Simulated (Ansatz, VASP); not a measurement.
SiGe in VASP and in Ansatz

```
Si Ge
1.0
     3.98863    0.00000    0.00000
    -1.99432    3.45425    0.00000
     0.00000    0.00000    6.01844
Si Ge
2 2
Direct
  0.66667 0.33333 0.87450
  0.33333 0.66667 0.37450
  0.66667 0.33333 0.50050
  0.33333 0.66667 0.00050
```

Alike in both runs: task single point; functional LDA; k mesh 12 × 12 × 6; occupations gaussian, width 0.03 eV; no spin polarisation.

|  | VASP | Ansatz |
| --- | --- | --- |
| version | VASP 6.6.1 | Ansatz 0.2.0 |
| potentials or method | VASP PAW LDA potentials, release 64 (Si, Ge_d), cutoff 520 eV | scalar-relativistic, plane waves, PAW |
| valence electrons in the cell | 36 | 36 |

Ansatz gave:

| Property | Result |
| --- | --- |
| gap on the k mesh at the Fermi level (eV) | none |
| pressure (GPa) | 1.3 |
| traceless stress, the component that is largest in VASP (GPa) | 14.63 |
| rms of the force components (eV/Å) | 0.719 |

Task: Estimate VASP's values.

Result: gap on the k mesh at the Fermi level (eV): none; pressure (GPa): 1.4; traceless stress, the component that is largest in VASP (GPa): 14.68; rms of the force components (eV/Å): 0.721.

Ansatz warns that its potentials were made for another functional, while VASP's fit it. LDA's correlation is that of Perdew and Zunger in VASP and of Perdew and Wang (1992) in Ansatz. Atom by atom the forces differ by 0.002 eV/Å (rms over components). A gap of «none» marks a metal or a gap that the smearing closes.
